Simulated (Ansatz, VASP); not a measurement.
# Sn2S: VASP beside Ansatz

```xyz
3
Lattice="0.0000 3.4752 3.4752 3.4752 0.0000 3.4752 3.4752 3.4752 0.0000" Properties=species:S:1:pos:R:3 pbc="T T T"
Sn    1.7376    1.7376    1.7376
Sn    5.2128    5.2128    5.2128
S     0.0000    0.0000    0.0000
```

Alike in both runs: functional PBE; k mesh 4 × 4 × 4; occupations gaussian, width 0.1 eV; no spin polarisation.

Ansatz relaxed the structure, and its values are those at the end. VASP's run is a single point on that final structure, the one shown.

```csv
,VASP,Ansatz
version,VASP 6.6.1,Ansatz 0.2.0
potentials or method,"VASP PAW PBE potentials, release 64 (Sn_d, S), cutoff 520 eV","scalar-relativistic, plane waves, PAW"
valence electrons in the cell,34,34
```

```tsv
	VASP	Ansatz	Ansatz less VASP
gap on the k mesh at the Fermi level (eV)	none	none	-
pressure (GPa)	0.2	0.2	+0.04
```

A gap of «none» marks a metal or a gap that the smearing closes.

The k mesh is coarse, so the values compare programs but aren't converged.
